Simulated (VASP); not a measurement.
Wanted: the native input for a VASP 6.6.1 run.

| Item | Value |
| --- | --- |
| Task | single point |
| Functional | PBE |
| Potentials or basis | VASP PAW PBE potentials, release 64 (Al, Na_pv) |
| Cutoff | 520 eV |
| k mesh | 3 × 2 × 1 |
| Occupations | fermi-dirac, width 0.1 eV |
| Spin | no spin polarisation |
| Dipole correction | no |
| Further INCAR settings | LREAL = Auto; ALGO = Normal; EDIFF = 1e-07; NBANDS = 46 |

The structure of NaAl18 lies in POSCAR:

```
NaAl18
1.0
    5.7275650000      0.0000000000      0.0000000000
    4.2956740000      7.4403250000      0.0000000000
    0.0000000000      0.0000000000     15.6765370000
Al Na
18 1
Direct
    0.1666665958      0.1111111410      0.0637895984
    0.6666666831      0.1111111410      0.0637895984
    0.1666667458      0.4444444295      0.0637895984
    0.6666666585      0.4444444295      0.0637895984
    0.1666666204      0.7777778524      0.0637895984
    0.6666665331      0.7777778524      0.0637895984
   -0.1665153020      0.2218369493      0.2141947549
    0.3343305075      0.2209760998      0.2142536327
   -0.1649147088      0.5534437004      0.2121929097
    0.3339087589      0.5543909708      0.2136518416
   -0.1683568714      0.8902349024      0.2145222507
    0.3328911601      0.8902745512      0.2141580759
   -0.0032003515      0.0034937990      0.3639733699
    0.5009791845     -0.0006643527      0.3664465564
    0.0023374305      0.3309972347      0.3644475180
    0.4989984085      0.3338659266      0.3659077895
   -0.0039733023      0.6629847487      0.3604036402
    0.5088864263      0.6631273499      0.3606626897
    0.1885149886      0.7443633175      0.5244570915
```

One way to write it, as run:

INCAR

```
SYSTEM = NaAl18
ALGO = Normal
EDIFF = 1E-7
ENCUT = 520
GGA = PE
ISIF = 2
ISMEAR = -1
LASPH = .TRUE.
LCHARG = .FALSE.
LREAL = Auto
LWAVE = .FALSE.
NBANDS = 46
NELM = 60
PREC = Accurate
SIGMA = 0.1
```

KPOINTS

```
k-points
0
G
  3 2 1
  0 0 0
```

Potentials or basis: VASP PAW PBE potentials, release 64 (Al, Na_pv).

The run is started by

```sh
$ cat potpaw_PBE.64/Al/POTCAR potpaw_PBE.64/Na_pv/POTCAR > POTCAR
$ mpirun -np 1 vasp_std > vasp.out
```

It gave:

* Largest force: 0.052 eV/Å

Caveat: the k points lie up to 0.42 Å⁻¹ apart.

Run time: 2.7 min on 1 thread of Intel(R) Xeon(R) 6975P-C (Granite Rapids), on a shared host, peak memory 0.7 GiB.
